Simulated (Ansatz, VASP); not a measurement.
**Al2O3: VASP beside Ansatz**

```xyz
10
Lattice="2.3869 1.3781 4.3383 -2.3869 1.3781 4.3383 0.0000 -2.7562 4.3383" Properties=species:S:1:pos:R:3 pbc="T T T"
Al    0.0000    0.0000    1.9252
Al    0.0000    0.0000    4.5823
Al    0.0000    0.0000    8.4326
Al    0.0000    0.0000   11.0897
O     0.9268    1.3781    7.5920
O    -0.7301    1.4917    5.4229
O     0.7301   -1.4917    7.5920
O    -1.6569    0.1136    7.5920
O     1.6569   -0.1136    5.4229
O    -0.9268   -1.3781    5.4229
```

Alike in both runs: task single point; functional PBEsol; k mesh 6 × 6 × 6; occupations gaussian, width 0.02 eV; no spin polarisation.

|  | VASP | Ansatz |
| --- | --- | --- |
| version | VASP 6.6.1 | Ansatz 0.2.0 |
| potentials or method | VASP PAW PBE potentials, release 64 (Al, O), cutoff 520 eV | scalar-relativistic, plane waves, PAW |
| valence electrons in the cell | 48 | 48 |

Ansatz gave:

```
gap on the k mesh at the Fermi level (eV)                     : 6.03
least direct gap on the mesh (eV)                             : 6.03
pressure (GPa)                                                : 0.0
traceless stress, the component that is largest in VASP (GPa) : 0.00
```

Q: Which values does VASP return?

A: gap on the k mesh at the Fermi level (eV): 6.04; least direct gap on the mesh (eV): 6.04; pressure (GPa): 0.1; traceless stress, the component that is largest in VASP (GPa): -0.06.

VASP's potentials were made for PBE, not for PBEsol. The functional is the same, so the differences come from potentials, cutoffs and numerics.
